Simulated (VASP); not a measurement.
# LaB2Sb3: single point with PBEsol

The system is LaB2Sb3.

```
CELL_PARAMETERS angstrom
2.68681 -5.37878 -0.09263
3.62139 5.88672 0.02419
-0.03465 0.03301 3.68241
ATOMIC_POSITIONS crystal
La 0.39981 0.33372 0.80155
B 0.97383 0.56948 0.77185
B 0.47304 0.07983 0.30064
Sb 0.40695 0.85614 0.80767
Sb 0.91756 0.34967 0.27447
Sb 0.86841 0.83285 0.56741
```

```yaml
Program: VASP 6.6.1
Task: single point
Functional: PBEsol
Potentials_or_basis: VASP PAW PBE potentials, release 64 (La, B, Sb)
Cutoff: 520 eV
k_mesh: 4 × 4 × 6
Occupations: fermi-dirac, width 0.05 eV
Spin: no spin polarisation
```

| Quantity | Value |
| --- | --- |
| Pressure | 0.3 GPa |
| Largest force | 0.076 eV/Å |
| Band gap on the k mesh | zero (bands 16 and 17 overlap by 0.82 eV) |

Forces on the atoms (eV/Å):
```
La  -0.003  0.008 -0.004
B   -0.015  0.020  0.017
B    0.005  0.061  0.009
Sb  -0.006 -0.055  0.000
Sb   0.001 -0.076 -0.003
Sb   0.018  0.041 -0.019
```

Stress tensor (GPa, compression positive):
```
 0.31  0.05 -0.01
 0.05  0.29 -0.03
-0.01 -0.03  0.34
```

Levels at points of the mesh, in eV from the Fermi level:
```
           k point  band 14  band 15  band 16  band 17  band 18  band 19
(0.00, 0.00, 0.00)    -0.97    -0.47     0.19     0.50     1.43     1.62
(0.50, 0.00, 0.00)    -1.81    -1.07    -0.26     0.49     0.73     1.30
(0.00, 0.50, 0.00)    -2.11    -1.56     0.04     1.20     1.50     1.83
(0.50, 0.50, 0.00)    -1.38    -0.85    -0.70     0.57     1.14     1.60
(0.00, 0.00, 0.50)    -3.08    -2.39    -0.72     0.78     1.34     1.80
(0.50, 0.00, 0.50)    -2.50    -1.66    -1.10    -0.28     0.60     1.09
(0.00, 0.50, 0.50)    -2.59    -2.01    -1.47     0.34     0.71     1.19
(0.50, 0.50, 0.50)    -1.94    -1.73    -0.89    -0.17     0.24     1.26
```

Run time: 2.8 min on 1 thread of Intel(R) Xeon(R) 6975P-C (Granite Rapids), on a shared host, peak memory 0.39 GiB.

Caveat: the PAW data sets were made with another functional, which shifts forces and pressure a little; spin-orbit coupling is left out, which moves the levels of the heavy elements.
